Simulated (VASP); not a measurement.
Here is a VASP 6.6.1 calculation.

Contents of INCAR:

```
SYSTEM = HfC
ALGO     = Normal         ! electronic algorithm
EDIFF    = 1E-6           ! SCF threshold, eV
ENCUT    = 520            ! plane-wave cutoff, eV
GGA      = PE             ! functional
ISIF     = 2              ! what is computed and relaxed
ISMEAR   = 1              ! smearing method
LASPH    = .True.         ! aspherical terms in the spheres
LCHARG   = .False.        ! write CHGCAR
LREAL    = .False.        ! projectors in reciprocal space
LWAVE    = .False.        ! write WAVECAR
NBANDS   = 14             ! bands
NELM     = 100            ! most SCF steps
PREC     = Accurate       ! precision mode
SIGMA    = 0.1            ! smearing width, eV
```

The input KPOINTS:

```
k-points
0
Gamma
  11 11 11
  0 0 0
```

POSCAR

```
HfC
1.0
    0.0000000000      2.2775377028      2.2775377028
    2.2775377028      0.0000000000      2.2775377028
    2.2775377028      2.2775377028      0.0000000000
Hf C
1 1
Direct
    0.5000000000      0.5000000000      0.5000000000
    0.0000000000      0.0000000000      0.0000000000
```

Potentials or basis: VASP PAW PBE potentials, release 64 (Hf_pv, C).

Command:

```sh
$ cat potpaw_PBE.64/Hf_pv/POTCAR potpaw_PBE.64/C/POTCAR > POTCAR
$ mpirun -np 1 vasp_std > vasp.out
```

Task: What does it give for the pressure?

Result: 16.3 GPa.

Task: Estimate the band gap on the k mesh.

Result: Zero (band 7 reaches 7.47 eV, above the bottom of band 8 at 6.01 eV).

Caveat: spin-orbit coupling is left out, which moves the levels of the heavy elements.
